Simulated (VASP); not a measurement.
# Si16O (a cell with a defect) in VASP: a series of runs

Runs on Si16O (a cell with a defect). Level: PBE. Tasks: single point.

Program: VASP 6.6.1. These are calculated values, not measurements. Logs are shortened: lines on timing, memory, paths and dates and some standing lists are left out, and cuts for length are marked.

**1. The cell of the first run**

The cell holds a defect, 17 atoms: a = 7.679 Å, b = 7.679 Å, c = 7.679 Å, α = 60.00°, β = 60.00°, γ = 60.00°.

**2. Single point, PBE, collinear spin, zero start**

INCAR reads:

```
  PREC = Accurate
  ENCUT = 520
  EDIFF = 1E-7
  ISMEAR = 0
  SIGMA = 0.05
  LREAL = Auto
  LASPH = True
  NELM = 150
  ALGO = Normal
  ISIF = 2
  LWAVE = False
  LCHARG = False
  ISPIN = 2
  MAGMOM = 0 0 0 0 0 0 0 0 0 0 0 0 0 0 0 0 0
  LORBIT = 11
  GGA = PE
  NBANDS = 53
```

KPOINTS reads:

```
Automatic mesh
0
Gamma
  2 2 2
```

POSCAR reads:

```
Si16O
1.0
    0.0000000000      5.4300000000      5.4300000000
    5.4300000000      0.0000000000      5.4300000000
    5.4300000000      5.4300000000      0.0000000000
Si O
16 1
Direct
    0.0016558932      0.0051914365      0.0003472376
    0.1157776243      0.1838061694      0.0821144567
   -0.0042965930      0.0456964088      0.4536461326
    0.1407902394      0.0840500921      0.6287327808
   -0.0175570902      0.5560138122     -0.0286723757
    0.1220655617      0.6294270718      0.1298651934
    0.0080608656      0.4546356354      0.5053768877
    0.1455496317      0.5761284530      0.6166166667
    0.4889920810      0.0135066298     -0.0010138122
    0.6268748619      0.1259474217      0.1229671271
    0.5151592081     -0.0168404236      0.4970212707
    0.6322097606      0.1129674033      0.6260174954
    0.4968881215      0.5004343462      0.0031024862
    0.6096298343      0.6378539595      0.1273169429
    0.5126047882      0.4823780847      0.5032213628
    0.6348171271      0.6078180479      0.6291942910
    0.0985080110      0.8101645488      0.4236157459
```

Potentials or basis: VASP PAW PBE potentials, release 64 (Si, O).

Command:

```sh
cat potpaw_PBE.64/Si/POTCAR potpaw_PBE.64/O/POTCAR > POTCAR
mpirun -np 1 vasp_std > vasp.out
```

OUTCAR:

```text
PREC = Accurate
   ENCUT = 520
   EDIFF = 1E-7
   ISMEAR = 0
   LREAL = Auto
   LASPH = True
   NELM = 150
   ISIF = 2
   ISPIN = 2
   LORBIT = 11
   GGA = PE

 ion  position               nearest neighbor table
   1  0.002  0.005  0.000-   4 2.35  10 2.35   6 2.36   2 2.38
   2  0.116  0.184  0.082-   3 2.33   5 2.34   9 2.36   1 2.38
   3  0.996  0.046  0.454-  17 1.66  12 2.31   4 2.31   2 2.33   8 2.94
   4  0.141  0.084  0.629-   3 2.31   7 2.32   1 2.35  11 2.35
   5  0.982  0.556  0.971-   8 2.32   2 2.34   6 2.35  14 2.36
   6  0.122  0.629  0.130-  13 2.35   5 2.35   1 2.36   7 2.38
   7  0.008  0.455  0.505-   8 2.32   4 2.32  16 2.35   6 2.38
   8  0.146  0.576  0.617-  17 1.67  15 2.32   5 2.32   7 2.32   3 2.94
   9  0.489  0.014  0.999-  12 2.34  10 2.35  14 2.36   2 2.36
  10  0.627  0.126  0.123-  13 2.35  11 2.35   9 2.35   1 2.35
  11  0.515  0.983  0.497-  10 2.35   4 2.35  16 2.35  12 2.36
  12  0.632  0.113  0.626-   3 2.31  15 2.32   9 2.34  11 2.36
  13  0.497  0.500  0.003-  16 2.35  10 2.35  14 2.35   6 2.35
  14  0.610  0.638  0.127-  13 2.35   9 2.36   5 2.36  15 2.37
  15  0.513  0.482  0.503-   8 2.32  12 2.32  16 2.34  14 2.37
  16  0.635  0.608  0.629-  15 2.34  13 2.35   7 2.35  11 2.35
  17  0.099  0.810  0.424-   3 1.66   8 1.67

  LATTYP: Found a face centered cubic cell.
 ALAT       =    10.8600000000

  Lattice vectors:

 A1 = (   0.0000000000,   5.4300000000,   5.4300000000)
 A2 = (   5.4300000000,   0.0000000000,   5.4300000000)
 A3 = (   5.4300000000,   5.4300000000,   0.0000000000)

Analysis of symmetry for initial positions (statically):
=====================================================================
 Subroutine PRICEL returns:
 Original cell was already a primitive cell.

 Routine SETGRP: Setting up the symmetry group for a
 face centered cubic supercell.

 Subroutine GETGRP returns: Found  1 space group operations
 (whereof  1 operations were pure point group operations)
 out of a pool of 48 trial point group operations.

The static configuration has the point symmetry C_1 .

Analysis of symmetry for dynamics (positions and initial velocities):
=====================================================================
 Subroutine PRICEL returns:
 Original cell was already a primitive cell.

 Routine SETGRP: Setting up the symmetry group for a
 face centered cubic supercell.

 Subroutine GETGRP returns: Found  1 space group operations
 (whereof  1 operations were pure point group operations)
 out of a pool of 48 trial point group operations.

The dynamic configuration has the point symmetry C_1 .

Analysis of structural, dynamic, and magnetic symmetry:
=====================================================================
 Subroutine PRICEL returns:
 Original cell was already a primitive cell.

 Routine SETGRP: Setting up the symmetry group for a
 face centered cubic supercell.

 Subroutine GETGRP returns: Found  1 space group operations
 (whereof  1 operations were pure point group operations)
 out of a pool of 48 trial point group operations.

The overall configuration has the point symmetry C_1 .

 Subroutine INISYM returns: Found  1 space group operations
 (whereof  1 operations are pure point group operations),
 and found     1 'primitive' translations

----------------------------------------------------------------------------------------

                                     Primitive cell

  volume of cell :     320.2060

  direct lattice vectors                    reciprocal lattice vectors
     0.000000000  5.430000000  5.430000000    -0.092081031  0.092081031  0.092081031
     5.430000000  0.000000000  5.430000000     0.092081031 -0.092081031  0.092081031
     5.430000000  5.430000000  0.000000000     0.092081031  0.092081031 -0.092081031

  length of vectors
     7.679179644  7.679179644  7.679179644     0.159489025  0.159489025  0.159489025

  position of ions in fractional coordinates (direct lattice)
     0.001655893  0.005191436  0.000347238
     0.115777624  0.183806169  0.082114457
     0.995703407  0.045696409  0.453646133
     0.140790239  0.084050092  0.628732781
     0.982442910  0.556013812  0.971327624
     0.122065562  0.629427072  0.129865193
[... 9 lines left out ...]
     0.634817127  0.607818048  0.629194291
     0.098508011  0.810164549  0.423615746

[... 62 lines left out ...]
   NGX,Y,Z   is equivalent  to a cutoff of  12.99, 12.99, 12.99 a.u.
   NGXF,Y,Z  is equivalent  to a cutoff of  25.98, 25.98, 25.98 a.u.
 SYSTEM =  unknown system
   PREC   = accura    normal or accurate (medium, high low for compatibility)
   ISTART =      0    job   : 0-new  1-cont  2-samecut
   ICHARG =      2    charge: 1-file 2-atom 10-const
   ISPIN  =      2    spin polarized calculation?
   LNONCOLLINEAR =      F non collinear calculations
   LSORBIT =      F    spin-orbit coupling
   LASPH  =      T    aspherical Exc in radial PAW
   ENCUT  =  520.0 eV  38.22 Ry    6.18 a.u.  14.28 14.28 14.28*2*pi/ulx,y,z
   NELM   =    150;   NELMIN=  2; NELMDL= -5     # of ELM steps
   EDIFF  = 0.1E-06   stopping-criterion for ELM
   LREAL  =      T    real-space projection
   EDIFFG = 0.1E-05   stopping-criterion for IOM
   NSW    =      0    number of steps for IOM
   IBRION =     -1    ionic relax: 0-MD 1-quasi-New 2-CG
   NFREE  =      0    steps in history (QN), initial steepest desc. (CG)
   ISIF   =      2    stress and relaxation
   ISYM   =      2    0-nonsym 1-usesym 2-fastsym
   POTIM  = 0.5000    time-step for ionic-motion
   TEBEG  =    0.0;   TEEND  =   0.0 temperature during run
   PSTRESS=    0.0 pullay stress
   NELECT =      70.0000    total number of electrons
   NUPDOWN=      -1.0000    fix difference up-down
   EMIN   =  10.00;   EMAX   =-10.00  energy-range for DOS
   EFERMI =   0.00;   METHOD = LEGACY
   ISMEAR =     0;   SIGMA  =   0.05  broadening in eV -4-tet -1-fermi 0-gaus
   EFERMI_NEDOS =   21; number of points for ismear=-14 and -15
   IALGO  =     38    algorithm
   IMIX   =      4    mixing-type and parameters
     AMIX     =   0.40;   BMIX     =  1.00
     AMIX_MAG =   1.60;   BMIX_MAG =  1.00
  volume/ion in A,a.u.               =      18.84       127.11
  Fermi-wavevector in a.u.,A,eV,Ry     =   0.986199  1.863645 13.232857  0.972588
  Thomas-Fermi vector in A             =   2.117562
   LORBIT       =     11    0 simple, 1 ext, 2 COOP (PROOUT), +10 PAW based schemes
   GGA     = PE    functional components
   LHFCALC =     F    Hartree Fock is set to
   AEXX    =    0.0000 exact exchange contribution
   IVDW    =     0    specifies the selected vdW correction
   LEPSILON=     F    determine dielectric tensor
   LRPA    =     F    only Hartree local field effects (RPA)
 spin polarized calculation
 Gauss-broadening in eV      SIGMA  =   0.05
  energy-cutoff  :      520.00
  volume of cell :      320.21
 maximum number of plane-waves:      8646
 NGX is ok and might be reduce to    60
   NGX = 29   NGY = 29   NGZ = 29

 number of electron      69.9999998 magnetization      -0.0000000

 number of electron      69.9999998 magnetization       0.0000000

 Free energy of the ion-electron system (eV)
  ---------------------------------------------------
  ext. energy  EPLUGINS =         0.00000000
  ---------------------------------------------------
  free energy    TOTEN  =       -92.69088939 eV

  energy without entropy =      -92.69088939  energy(sigma->0) =      -92.69088939

 E-fermi :   6.1510     XC(G=0):  -9.5317

 val. band max:        5.8801349147   @ k =   0.0000   0.0000   0.0000
 cond. band min:       6.3722471169   @ k =   0.0000   0.0000   0.0000
 fundamental gap:      0.4921122022
 Fermi energy:         6.1509797135

 spin component 1

 k-point     1 :       0.0000    0.0000    0.0000
  band No.  band energies     occupation
      1     -14.4356      1.00000
      2      -5.8122      1.00000
      3      -4.3836      1.00000
      4      -3.6904      1.00000
      5      -3.6662      1.00000
      6      -3.3254      1.00000
[... 389 lines left out ...]
     46      10.2564      0.00000
     47      10.4516      0.00000
 Fermi energy:         6.1509797135

 spin component 2

 k-point     1 :       0.0000    0.0000    0.0000
  band No.  band energies     occupation
      1     -14.4356      1.00000
      2      -5.8122      1.00000
      3      -4.3836      1.00000
      4      -3.6904      1.00000
      5      -3.6662      1.00000
      6      -3.3254      1.00000
[... 389 lines left out ...]
     46      10.2564      0.00000
     47      10.4516      0.00000
 [bands above 47 left out]

------------------------ aborting loop because EDIFF is reached ----------------------------------------

  FORCE on cell =-STRESS in cart. coord.  units (eV):
  Direction    XX          YY          ZZ          XY          YZ          ZX
  --------------------------------------------------------------------------------------
  -------------------------------------------------------------------------------------
  Total        8.4188642      8.6888688      9.0640222     -3.0299850     -1.9163951      2.6946976
  in kB       42.1244846     43.4754752     45.3525864    -15.1607812     -9.5888416     13.4831430
  external PRESSURE =      43.6508488 kB  Pullay stress =       0.0000000 kB

 VOLUME and BASIS-vectors are now :
 -----------------------------------------------------------------------------
  energy-cutoff  :      520.00
  volume of cell :      320.21
      direct lattice vectors                 reciprocal lattice vectors
     0.000000000  5.430000000  5.430000000    -0.092081031  0.092081031  0.092081031
     5.430000000  0.000000000  5.430000000     0.092081031 -0.092081031  0.092081031
     5.430000000  5.430000000  0.000000000     0.092081031  0.092081031 -0.092081031

 POSITION                                       TOTAL-FORCE (eV/Angst)
 -----------------------------------------------------------------------------------
      0.03008      0.01088      0.03718        -0.001596      0.004381      0.001462
      1.44395      1.07455      1.62674         0.002328      0.005212     -0.003037
      2.71143      7.86997      5.65480         0.044367     -0.024979      0.027405
      3.87041      4.17851      1.22088        -0.006418      0.001770     -0.002176
      8.29346     10.60897      8.35382        -0.007300      0.002935     -0.001944
      4.12296      1.36798      4.08060        -0.000634      0.002376      0.000118
[... 9 lines left out ...]
      6.71698      6.86358      6.74751        -0.000938      0.002256      0.004430
      6.69943      2.83513      4.93409        -0.020802     -0.030283     -0.011183
 -----------------------------------------------------------------------------------
    total drift:                                0.000747      0.000091     -0.000574

  FREE ENERGIE OF THE ION-ELECTRON SYSTEM (eV)
  ---------------------------------------------------
  free  energy   TOTEN  =       -92.6908893871 eV

  energy  without entropy=      -92.6908893871  energy(sigma->0) =      -92.69088939

 total charge

# of ion       s       p       d       tot
------------------------------------------
    1        0.743   0.939   0.000   1.683
    2        0.750   0.952   0.000   1.702
    3        0.742   0.945   0.000   1.687
    4        0.744   0.975   0.000   1.719
    5        0.746   0.965   0.000   1.711
    6        0.744   0.937   0.000   1.681
[... 9 lines left out ...]
   16        0.738   0.957   0.000   1.696
   17        1.576   3.599   0.000   5.175
--------------------------------------------------
tot         13.461  18.897   0.000  32.357

 magnetization (x)

# of ion       s       p       d       tot
------------------------------------------
    1        0.000   0.000   0.000   0.000
    2       -0.000   0.000   0.000   0.000
    3       -0.000   0.000   0.000   0.000
    4        0.000   0.000   0.000   0.000
    5       -0.000  -0.000   0.000  -0.000
    6        0.000   0.000   0.000   0.000
[... 9 lines left out ...]
   16        0.000   0.000   0.000   0.000
   17        0.000  -0.000   0.000  -0.000
--------------------------------------------------
tot          0.000  -0.000   0.000  -0.000
```

Run time: 9.8 min. Hardware: 1 thread of AMD EPYC 9R45 (Zen 5), shared host; peak memory 0.67 GiB.

What came out:

```
Free energy                                           : -92.6909 eV
Pressure                                              : 4.4 GPa
Largest force                                         : 0.058 eV/Å
Band gap on the k mesh                                : 0.49 eV
Net moment                                            : 0.00 μB per cell
Valence electrons inside the program's atomic spheres : Si 1.68, 1.70, 1.69, 1.72, 1.71; O 5.17
```

Forces in eV/Å, atoms in the order of the input:
```
Si  -0.002  0.004  0.001
Si   0.002  0.005 -0.003
Si   0.044 -0.025  0.027
Si  -0.006  0.002 -0.002
Si  -0.007  0.003 -0.002
Si  -0.001  0.002  0.000
Si  -0.004  0.006  0.001
Si  -0.021  0.035 -0.036
Si   0.000  0.001  0.004
Si   0.001  0.003  0.002
Si   0.000  0.004  0.004
Si   0.008 -0.005  0.007
Si  -0.001  0.001  0.001
Si   0.000 -0.001  0.002
Si   0.009 -0.007  0.000
Si  -0.001  0.002  0.004
O   -0.021 -0.030 -0.011
```

Stress tensor (GPa, compression positive):
```
 4.21 -1.52  1.35
-1.52  4.35 -0.96
 1.35 -0.96  4.54
```

Caveat: the k points lie up to 0.50 Å⁻¹ apart.

**3. Single point, PBE, collinear spin, zero start**

INCAR reads:

```
PREC = Accurate
ENCUT = 520
EDIFF = 1E-7
ISMEAR = 0
SIGMA = 0.05
LREAL = Auto
LASPH = T
NELM = 150
ALGO = Normal
ISIF = 2
LWAVE = F
LCHARG = F
ISPIN = 2
MAGMOM = 0 0 0 0 0 0 0 0 0 0 0 0 0 0 0 0 0
LORBIT = 11
GGA = PE
NBANDS = 53
```

KPOINTS is that of step 2.

POSCAR reads:

```
Si16O
1.0
    0.0000000000      5.4300000000      5.4300000000
    5.4300000000      0.0000000000      5.4300000000
    5.4300000000      5.4300000000      0.0000000000
Si O
16 1
Direct
   -0.0013586556      0.0134461326     -0.0012245856
    0.1184138122      0.1838316759      0.0818399632
    0.0050211786      0.0456587477      0.4533762431
    0.1289947514      0.1127019337      0.6258162983
   -0.0097237569      0.5560543278     -0.0288830571
    0.1252815838      0.6377902394      0.1271812155
    0.0019667587      0.4821124309      0.5030906998
    0.1617526703      0.5760830571      0.6164257827
    0.4929029466      0.0052265193      0.0001053407
    0.6243323204      0.1259308471      0.1227496317
    0.5048416206     -0.0168753223      0.4968025783
    0.6464616022      0.0842011971      0.6284842541
    0.4996622468      0.5004184162      0.0029311234
    0.6186968692      0.6294639042      0.1296727440
    0.5319546041      0.4547628913      0.5051901473
    0.6283386740      0.6077860037      0.6290243094
    0.1674877532      0.8101164825      0.4232822284
```

Potentials or basis: VASP PAW PBE potentials, release 64 (Si, O).

Command:

```sh
cat potpaw_PBE.64/Si/POTCAR potpaw_PBE.64/O/POTCAR > POTCAR
mpirun -np 1 vasp_std > vasp.out
```

Run time: 9.5 min. Hardware: 1 thread of AMD EPYC 9R45 (Zen 5), shared host; peak memory 0.67 GiB.

The run converged. Its results:

- Free energy: -92.6908 eV
- Pressure: 4.4 GPa
- Largest force: 0.058 eV/Å
- Band gap on the k mesh: 0.49 eV
- Net moment: 0.00 μB per cell
- Valence electrons inside the program's atomic spheres: Si 1.69, 1.70, 1.72, 1.71, 1.68; O 5.17

Forces in eV/Å, atoms in the order of the input:
```
Si   0.000 -0.003 -0.001
Si   0.003  0.003 -0.005
Si   0.045 -0.027  0.025
Si   0.009 -0.007  0.004
Si  -0.007  0.002 -0.004
Si   0.000 -0.002  0.001
Si   0.010 -0.001  0.008
Si  -0.021  0.035 -0.034
Si  -0.001 -0.001 -0.004
Si   0.001 -0.002 -0.002
Si  -0.001 -0.004 -0.004
Si  -0.007  0.002 -0.002
Si  -0.001 -0.001 -0.001
Si  -0.001  0.000 -0.002
Si  -0.004 -0.001 -0.006
Si  -0.001 -0.005 -0.002
O   -0.023  0.012  0.028
```

Stress tensor (GPa, compression positive):
```
 4.21 -1.35  1.52
-1.35  4.54 -0.96
 1.52 -0.96  4.35
```

Levels at points of the mesh, in eV from the valence-band top:
Spin up:
| k point | band 33 | band 34 | band 35 | band 36 | band 37 | band 38 |
| --- | --- | --- | --- | --- | --- | --- |
| (0.00, 0.00, 0.00) | -0.32 | -0.06 | 0.00 | 0.49 | 0.79 | 0.82 |
| (0.50, 0.00, 0.00) | -0.78 | -0.59 | -0.57 | 1.32 | 1.43 | 1.60 |
| (0.00, 0.50, 0.00) | -0.69 | -0.63 | -0.06 | 1.16 | 1.47 | 1.52 |
| (0.00, 0.00, 0.50) | -0.81 | -0.63 | -0.51 | 1.29 | 1.45 | 1.60 |
| (0.50, 0.50, 0.50) | -0.76 | -0.62 | -0.56 | 1.23 | 1.47 | 1.61 |
| (0.50, 0.50, 0.00) | -1.26 | -1.15 | -0.68 | 1.34 | 1.47 | 2.33 |
| (0.00, 0.50, 0.50) | -1.29 | -1.18 | -0.31 | 1.21 | 1.47 | 2.33 |
| (0.50, 0.00, 0.50) | -1.32 | -1.04 | -0.91 | 1.41 | 1.48 | 2.32 |
Spin down:
```
           k point  band 33  band 34  band 35  band 36  band 37  band 38
(0.00, 0.00, 0.00)    -0.32    -0.06     0.00     0.49     0.79     0.82
(0.50, 0.00, 0.00)    -0.78    -0.59    -0.57     1.32     1.43     1.60
(0.00, 0.50, 0.00)    -0.69    -0.63    -0.06     1.16     1.47     1.52
(0.00, 0.00, 0.50)    -0.81    -0.63    -0.51     1.29     1.45     1.60
(0.50, 0.50, 0.50)    -0.76    -0.62    -0.56     1.23     1.47     1.61
(0.50, 0.50, 0.00)    -1.26    -1.15    -0.68     1.34     1.47     2.33
(0.00, 0.50, 0.50)    -1.29    -1.18    -0.31     1.21     1.47     2.33
(0.50, 0.00, 0.50)    -1.32    -1.04    -0.91     1.41     1.48     2.32
```

Caveat: the k points lie up to 0.50 Å⁻¹ apart.
